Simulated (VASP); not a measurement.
# Si4Ru (P4/mmm) in VASP: further runs

Runs on Si4Ru. Level: PBE. Tasks: single point, relaxation of cell and atoms.

Program: VASP 6.6.1. These are calculated values, not measurements. Logs are shortened: lines on timing, memory, paths and dates and some standing lists are left out, and cuts for length are marked.

### Step 1. The cell of the first run

It takes space group P4/mmm (No. 123, tetragonal). Conventional cell: a = 5.294 Å, b = 5.294 Å, c = 2.788 Å, α = 90.00°, β = 90.00°, γ = 90.00°. Si (site symmetry m2m) has 6 Si at 2.39 to 2.90 Å and 2 Ru at 2.48 Å within 3.2 Å. Ru (site symmetry 4/mmm) has 8 Si at 2.48 Å and 2 Ru at 2.79 Å within 3.3 Å.

### Step 2. Single point, PBE

The input, INCAR:

```
SYSTEM = Si4Ru
ALGO = Normal
EDIFF = 1E-7
ENCUT = 520
GGA = PE
ISIF = 2
ISMEAR = 0
LASPH = .TRUE.
LCHARG = .TRUE.
LELF = .TRUE.
LREAL = .FALSE.
LVHAR = .TRUE.
LWAVE = .FALSE.
NBANDS = 23
NELM = 60
PREC = Accurate
SIGMA = 0.1
```

The input, KPOINTS:

```
k-points
0
G
  4 4 6
  0 0 0
```

The input, POSCAR:

```
Si4Ru
1.0
    5.2939735571      0.0000000000      0.0000000000
    0.0000000000      5.2939735571      0.0000000000
    0.0000000000      0.0000000000      2.7875496376
Si Ru
4 1
Direct
    0.2260030491      0.7739969509      0.5000000000
    0.7739969509      0.7739969509      0.5000000000
    0.2260030491      0.2260030491      0.5000000000
    0.7739969509      0.2260030491      0.5000000000
    0.5000000000      0.5000000000      0.0000000000
```

Potentials or basis: VASP PAW PBE potentials, release 64 (Si, Ru_pv).

Command:

```
> cat potpaw_PBE.64/Si/POTCAR potpaw_PBE.64/Ru_pv/POTCAR > POTCAR
> mpirun -np 1 vasp_std > vasp.out
```

OUTCAR:

```text
SYSTEM = Si4Ru
   EDIFF = 1E-7
   ENCUT = 520
   GGA = PE
   ISIF = 2
   ISMEAR = 0
   LASPH = .TRUE.
   LREAL = .FALSE.
   NELM = 60
   PREC = Accurate

 ion  position               nearest neighbor table
   1  0.226  0.774  0.500-   2 2.39   3 2.39   5 2.48   5 2.48   2 2.90   3 2.90
   2  0.774  0.774  0.500-   1 2.39   4 2.39   5 2.48   5 2.48   4 2.90   1 2.90
   3  0.226  0.226  0.500-   1 2.39   4 2.39   5 2.48   5 2.48   4 2.90   1 2.90
   4  0.774  0.226  0.500-   2 2.39   3 2.39   5 2.48   5 2.48   2 2.90   3 2.90
   5  0.500  0.500  0.000-   1 2.48   2 2.48   3 2.48   4 2.48   1 2.48   2 2.48   3 2.48   4 2.48

  LATTYP: Found a simple tetragonal cell.
 ALAT       =     5.2939735571
 C/A-ratio  =     0.5265514849

  Lattice vectors:

 A1 = (   5.2939735571,   0.0000000000,   0.0000000000)
 A2 = (   0.0000000000,   5.2939735571,   0.0000000000)
 A3 = (   0.0000000000,   0.0000000000,   2.7875496376)

Analysis of symmetry for initial positions (statically):
=====================================================================
 Subroutine PRICEL returns:
 Original cell was already a primitive cell.

 Routine SETGRP: Setting up the symmetry group for a
 simple tetragonal supercell.

 Subroutine GETGRP returns: Found 16 space group operations
 (whereof 16 operations were pure point group operations)
 out of a pool of 16 trial point group operations.

The static configuration has the point symmetry D_4h.

Analysis of symmetry for dynamics (positions and initial velocities):
=====================================================================
 Subroutine PRICEL returns:
 Original cell was already a primitive cell.

 Routine SETGRP: Setting up the symmetry group for a
 simple tetragonal supercell.

 Subroutine GETGRP returns: Found 16 space group operations
 (whereof 16 operations were pure point group operations)
 out of a pool of 16 trial point group operations.

The dynamic configuration has the point symmetry D_4h.

 Subroutine INISYM returns: Found 16 space group operations
 (whereof 16 operations are pure point group operations),
 and found     1 'primitive' translations

----------------------------------------------------------------------------------------

                                     Primitive cell

[... 93 lines left out ...]
   ENCUT  =  520.0 eV  38.22 Ry    6.18 a.u.   9.84  9.84  5.18*2*pi/ulx,y,z
   NELM   =     60;   NELMIN=  2; NELMDL= -5     # of ELM steps
   EDIFF  = 0.1E-06   stopping-criterion for ELM
   LREAL  =      F    real-space projection
   EDIFFG = 0.1E-05   stopping-criterion for IOM
   NSW    =      0    number of steps for IOM
   IBRION =     -1    ionic relax: 0-MD 1-quasi-New 2-CG
   NFREE  =      0    steps in history (QN), initial steepest desc. (CG)
   ISIF   =      2    stress and relaxation
   ISYM   =      2    0-nonsym 1-usesym 2-fastsym
   POTIM  = 0.5000    time-step for ionic-motion
   TEBEG  =    0.0;   TEEND  =   0.0 temperature during run
   PSTRESS=    0.0 pullay stress
   NELECT =      30.0000    total number of electrons
   NUPDOWN=      -1.0000    fix difference up-down
   EMIN   =  10.00;   EMAX   =-10.00  energy-range for DOS
   EFERMI =   0.00;   METHOD = LEGACY
   ISMEAR =     0;   SIGMA  =   0.10  broadening in eV -4-tet -1-fermi 0-gaus
   EFERMI_NEDOS =   21; number of points for ismear=-14 and -15
   IALGO  =     38    algorithm
   IMIX   =      4    mixing-type and parameters
     AMIX     =   0.40;   BMIX     =  1.00
     AMIX_MAG =   1.60;   BMIX_MAG =  1.00
  volume/ion in A,a.u.               =      15.62       105.44
  Fermi-wavevector in a.u.,A,eV,Ry     =   1.189926  2.248634 19.264806  1.415923
  Thomas-Fermi vector in A             =   2.326022
   LORBIT       =      0    0 simple, 1 ext, 2 COOP (PROOUT), +10 PAW based schemes
   GGA     = PE    functional components
   LHFCALC =     F    Hartree Fock is set to
   AEXX    =    0.0000 exact exchange contribution
   IVDW    =     0    specifies the selected vdW correction
   LEPSILON=     F    determine dielectric tensor
   LRPA    =     F    only Hartree local field effects (RPA)
 non-spin polarized calculation
 Gauss-broadening in eV      SIGMA  =   0.10
  energy-cutoff  :      520.00
  volume of cell :       78.12
 maximum number of plane-waves:      2124
 NGX is ok and might be reduce to    40
   NGX = 19   NGY = 19   NGZ = 11

 number of electron      29.9999997 magnetization

 Free energy of the ion-electron system (eV)
  ---------------------------------------------------
  ext. energy  EPLUGINS =         0.00000000
  ---------------------------------------------------
  free energy    TOTEN  =       -31.96683816 eV

  energy without entropy =      -31.95862434  energy(sigma->0) =      -31.96273125

 E-fermi :   9.0108     XC(G=0): -11.1399

 val. band max:        8.9911404412   @ k =   0.2500   0.0000   0.3333
 cond. band min:       9.0995401374   @ k =   0.2500   0.2500   0.1667
 fundamental gap:      0.1083996962
 Fermi energy:         9.0108342774

 k-point     1 :       0.0000    0.0000    0.0000
  band No.  band energies     occupation
      1     -33.6646      2.00000
      2     -33.6646      2.00000
      3     -33.6288      2.00000
      4      -3.5953      2.00000
      5       0.7329      2.00000
      6       0.7329      2.00000
[... 613 lines left out ...]
     22      15.3210      0.00000
     23      15.3870      0.00000

------------------------ aborting loop because EDIFF is reached ----------------------------------------

  FORCE on cell =-STRESS in cart. coord.  units (eV):
  Direction    XX          YY          ZZ          XY          YZ          ZX
  --------------------------------------------------------------------------------------
  -------------------------------------------------------------------------------------
  Total       -0.0878104     -0.0878104     -0.1271885      0.0000000      0.0000000      0.0000000
  in kB       -1.8008201     -1.8008201     -2.6083881      0.0000000      0.0000000      0.0000000
  external PRESSURE =      -2.0700094 kB  Pullay stress =       0.0000000 kB

 VOLUME and BASIS-vectors are now :
 -----------------------------------------------------------------------------
  energy-cutoff  :      520.00
  volume of cell :       78.12
      direct lattice vectors                 reciprocal lattice vectors
     5.293973557  0.000000000  0.000000000     0.188894030  0.000000000  0.000000000
     0.000000000  5.293973557  0.000000000     0.000000000  0.188894030  0.000000000
     0.000000000  0.000000000  2.787549638     0.000000000  0.000000000  0.358738006

 POSITION                                       TOTAL-FORCE (eV/Angst)
 -----------------------------------------------------------------------------------
      1.19645      4.09752      1.39377         0.020424     -0.020424     -0.000000
      4.09752      4.09752      1.39377        -0.020424     -0.020424      0.000000
      1.19645      1.19645      1.39377         0.020424      0.020424      0.000000
      4.09752      1.19645      1.39377        -0.020424      0.020424      0.000000
      2.64699      2.64699      0.00000         0.000000     -0.000000      0.000000
 -----------------------------------------------------------------------------------
    total drift:                               -0.000000     -0.000000     -0.000000

  FREE ENERGIE OF THE ION-ELECTRON SYSTEM (eV)
  ---------------------------------------------------
  free  energy   TOTEN  =       -31.9668381575 eV

  energy  without entropy=      -31.9586243423  energy(sigma->0) =      -31.96273125
```

It took 22 s on 1 thread of Intel Xeon 6975P-C (Granite Rapids), shared host; peak memory 0.2 GiB.

What came out:

| Item | Value |
| --- | --- |
| Free energy | -31.9668 eV |
| Pressure | -0.2 GPa |
| Largest force | 0.029 eV/Å |
| Band gap on the k mesh | zero (band 15 reaches 9.54 eV, above the bottom of band 16 at 8.46 eV) |

Forces on the atoms (eV/Å):
```
Si   0.020 -0.020  0.000
Si  -0.020 -0.020  0.000
Si   0.020  0.020  0.000
Si  -0.020  0.020  0.000
Ru   0.000  0.000  0.000
```

Stress tensor (GPa, compression positive):
```
-0.18  0.00  0.00
 0.00 -0.18  0.00
 0.00  0.00 -0.26
```

Levels at points of the mesh, in eV from the Fermi level:
```tsv
k point	band 12	band 13	band 14	band 15	band 16	band 17	band 18	band 19
(0.00, 0.00, 0.00)	-2.72	-1.38	-1.38	-0.78	1.54	2.77	4.53	6.46
(0.50, 0.00, 0.00)	-1.84	-1.57	-1.42	-1.37	2.35	3.36	4.93	5.77
(0.50, 0.50, 0.00)	-1.41	-1.13	-0.61	-0.61	1.24	1.24	3.31	4.00
(0.00, 0.00, 0.50)	-2.78	-2.70	-2.70	-2.32	-0.34	0.36	3.29	3.61
(0.50, 0.00, 0.50)	-1.98	-1.97	-1.20	-0.88	0.95	1.09	2.43	2.60
(0.50, 0.50, 0.50)	-2.88	-2.88	-1.79	-1.19	1.05	2.07	2.39	3.06
```

Caveat: the k points lie up to 0.38 Å⁻¹ apart.

### Step 3. Single point, PBE

The input, INCAR:

```
ALGO     = Normal         # electronic algorithm
EDIFF    = 1E-6           # SCF threshold, eV
ENCUT    = 520            # plane-wave cutoff, eV
GGA      = PE             # functional
ISIF     = 2              # what is computed and relaxed
ISMEAR   = 0              # smearing method
LASPH    = T              # aspherical terms in the spheres
LCHARG   = F              # write CHGCAR
LREAL    = F              # projectors in reciprocal space
LWAVE    = F              # write WAVECAR
NBANDS   = 23             # bands
NELM     = 60             # most SCF steps
PREC     = Accurate       # precision mode
SIGMA    = 0.1            # smearing width, eV
```

The input, KPOINTS:

```
k-points
0
Gamma
  4 4 6
```

POSCAR is that of step 2.

Potentials or basis: VASP PAW PBE potentials, release 64 (Si, Ru_pv).

Command:

```
> cat potpaw_PBE.64/Si/POTCAR potpaw_PBE.64/Ru_pv/POTCAR > POTCAR
> mpirun -np 1 vasp_std > vasp.out
```

Run time: 23 s. Hardware: 1 thread of Intel Xeon 6975P-C (Granite Rapids), shared host; peak memory 0.19 GiB.

It converged, with:

```
Free energy            : -31.9668 eV
Pressure               : -0.2 GPa
Largest force          : 0.029 eV/Å
Band gap on the k mesh : zero (band 15 reaches 9.54 eV, above the bottom of band 16 at 8.46 eV)
```

Forces on the atoms (eV/Å):
```
Si   0.020 -0.020  0.000
Si  -0.020 -0.020  0.000
Si   0.020  0.020  0.000
Si  -0.020  0.020  0.000
Ru   0.000  0.000  0.000
```

Stress tensor (GPa, compression positive):
```
-0.19  0.00  0.00
 0.00 -0.19  0.00
 0.00  0.00 -0.26
```

Levels at points of the mesh, in eV from the Fermi level:
```csv
k point,band 12,band 13,band 14,band 15,band 16,band 17,band 18,band 19
"(0.00, 0.00, 0.00)",-2.72,-1.38,-1.38,-0.78,1.54,2.77,4.53,6.46
"(0.50, 0.00, 0.00)",-1.84,-1.57,-1.42,-1.37,2.35,3.36,4.93,5.77
"(0.50, 0.50, 0.00)",-1.41,-1.13,-0.61,-0.61,1.24,1.24,3.31,4.00
"(0.00, 0.00, 0.50)",-2.78,-2.70,-2.70,-2.32,-0.34,0.36,3.29,3.61
"(0.50, 0.00, 0.50)",-1.98,-1.97,-1.20,-0.88,0.95,1.09,2.43,2.60
"(0.50, 0.50, 0.50)",-2.88,-2.88,-1.79,-1.19,1.05,2.07,2.39,3.06
```

Caveat: the k points lie up to 0.38 Å⁻¹ apart.

### Step 4. Relaxation of cell and atoms, PBE

The input, INCAR:

```
PREC     = Accurate       # precision mode
ENCUT    = 600            # plane-wave cutoff, eV
EDIFF    = 1E-7           # SCF threshold, eV
ISMEAR   = 0              # smearing method
SIGMA    = 0.1            # smearing width, eV
LREAL    = False          # projectors in reciprocal space
LASPH    = True           # aspherical terms in the spheres
NELM     = 100            # most SCF steps
ALGO     = Normal         # electronic algorithm
ISIF     = 3              # what is computed and relaxed
LWAVE    = False          # write WAVECAR
LCHARG   = False          # write CHGCAR
GGA      = PE             # functional
IBRION   = 2              # ionic algorithm
NSW      = 90             # ionic steps
EDIFFG   = -0.04          # ionic threshold
```

The input, KPOINTS:

```
Automatic mesh
0
Gamma
  4 4 6
```

POSCAR is that of step 3.

Command:

```
> cat potpaw_PBE.64/Si/POTCAR potpaw_PBE.64/Ru_pv/POTCAR > POTCAR
> mpirun -np 1 vasp_std > vasp.out
```

Wall time 20 s (1 thread of Intel Xeon 6975P-C (Granite Rapids), shared host); peak memory 0.21 GiB.

It converged, with:

- Free energy: -31.9672 eV
- Pressure after relaxing: -0.2 GPa
- Largest force after relaxing: 0.029 eV/Å
- Band gap on the k mesh: zero (band 15 reaches 9.54 eV, above the bottom of band 16 at 8.46 eV)

Forces in eV/Å, atoms in the order of the input:
```
Si   0.021 -0.021  0.000
Si  -0.021 -0.021  0.000
Si   0.021  0.021  0.000
Si  -0.021  0.021  0.000
Ru   0.000  0.000  0.000
```

Stress tensor (GPa, compression positive):
```
-0.18  0.00  0.00
 0.00 -0.18  0.00
 0.00  0.00 -0.26
```

Final structure:
```yaml
crystal:
  lattice:
    - [5.29397, 0.00000, 0.00000]
    - [0.00000, 5.29397, 0.00000]
    - [0.00000, 0.00000, 2.78755]
  atoms:
    - { symbol: Si, position: [0.22600, 0.77400, 0.50000] }
    - { symbol: Si, position: [0.77400, 0.77400, 0.50000] }
    - { symbol: Si, position: [0.22600, 0.22600, 0.50000] }
    - { symbol: Si, position: [0.77400, 0.22600, 0.50000] }
    - { symbol: Ru, position: [0.50000, 0.50000, 0.00000] }
```

Levels at points of the mesh, in eV from the Fermi level:
```
           k point  band 13  band 14  band 15  band 16  band 17  band 18
(0.00, 0.00, 0.00)    -1.38    -1.38    -0.78     1.54     2.77     4.53
(0.50, 0.00, 0.00)    -1.57    -1.42    -1.37     2.35     3.36     4.93
(0.50, 0.50, 0.00)    -1.13    -0.61    -0.61     1.24     1.24     3.31
(0.00, 0.00, 0.50)    -2.70    -2.70    -2.32    -0.34     0.36     3.29
(0.50, 0.00, 0.50)    -1.97    -1.20    -0.88     0.95     1.09     2.43
(0.50, 0.50, 0.50)    -2.88    -1.79    -1.19     1.05     2.07     2.39
```

Caveat: the k points lie up to 0.38 Å⁻¹ apart in the final cell; the relaxation stopped at its first step, so nothing moved.

(Continued in part 2 of 2.)
